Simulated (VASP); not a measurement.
# MoS2: single point with PBEsol

MoS2:

```
CELL_PARAMETERS angstrom
1.54922 0.89444 5.99833
-1.54922 0.89444 5.99833
0.00000 -1.78888 5.99833
ATOMIC_POSITIONS crystal
Mo 0.00000 0.00000 0.00000
S 0.74840 0.74840 0.74840
S 0.58490 0.58490 0.58490
```

This cell differs from its parent crystal: volume scaled by 0.94.

```json
{
  "Program": "VASP 6.6.1",
  "Task": "single point",
  "Functional": "PBEsol",
  "Potentials or basis": "VASP PAW PBE potentials, release 64 (Mo_sv, S)",
  "Cutoff": "520 eV",
  "k mesh": "13 × 13 × 13",
  "Occupations": "fermi-dirac, width 0.05 eV",
  "Spin": "no spin polarisation"
}
```

```json
{
 "Pressure": "16.1 GPa",
 "Largest force": "2.269 eV/Å",
 "Band gap on the k mesh": "0.73 eV, indirect (least direct gap 1.97 eV)"
}
```

Forces in eV/Å, atoms in the order of the input:
```
Mo   0.000  0.000 -0.004
S    0.000  0.000  2.269
S    0.000  0.000 -2.266
```

Stress tensor (GPa, compression positive):
```
13.04  0.00  0.00
 0.00 13.04  0.00
 0.00  0.00 22.18
```

Levels at points of the mesh, in eV from the valence-band top:
```csv
k point,band 11,band 12,band 13,band 14,band 15,band 16
"(0.00, 0.00, 0.00)",-2.88,-1.43,-1.38,1.96,1.96,2.62
```

Run time: 13 min on 1 thread of AMD EPYC 7R13 Processor (Zen 3) (shared host), peak memory 0.42 GiB.

Caveat: the PAW data sets were made with another functional, which shifts forces and pressure a little. A k mesh can miss the band edges.
